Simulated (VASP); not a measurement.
A run of VASP 6.6.1 is set up as follows.

INCAR

```
ALGO = Normal ; EDIFF = 1E-6
ENCUT = 520 ; GGA = PS
ISIF = 2 ; ISMEAR = -1
LASPH = True ; LCHARG = False
LREAL = False ; LWAVE = False
NBANDS = 16 ; NELM = 80
PREC = Accurate ; SIGMA = 0.08
```

File KPOINTS:

```
k-points
0
Gamma
  15 15 15
```

Contents of POSCAR:

```
AgCl
1.0
    0.0000000000      2.0068392606      2.0068392606
    2.0068392606      0.0000000000      2.0068392606
    2.0068392606      2.0068392606      0.0000000000
Ag Cl
1 1
Direct
    0.0000000000      0.0000000000      0.0000000000
    0.5000000000      0.5000000000      0.5000000000
```

Potentials or basis: VASP PAW PBE potentials, release 64 (Ag, Cl).

Command:

```sh
$ cat potpaw_PBE.64/Ag/POTCAR potpaw_PBE.64/Cl/POTCAR > POTCAR
$ mpirun -np 1 vasp_std > vasp.out
```

(1) Estimate the pressure.

(2) Predict the band gap on the k mesh.

Answers

(1) 520.4 GPa.

(2) zero (band 9 reaches 25.08 eV, above the bottom of band 10 at 24.13 eV).

Caveat: the PAW data sets were made with another functional, which shifts forces and pressure a little.
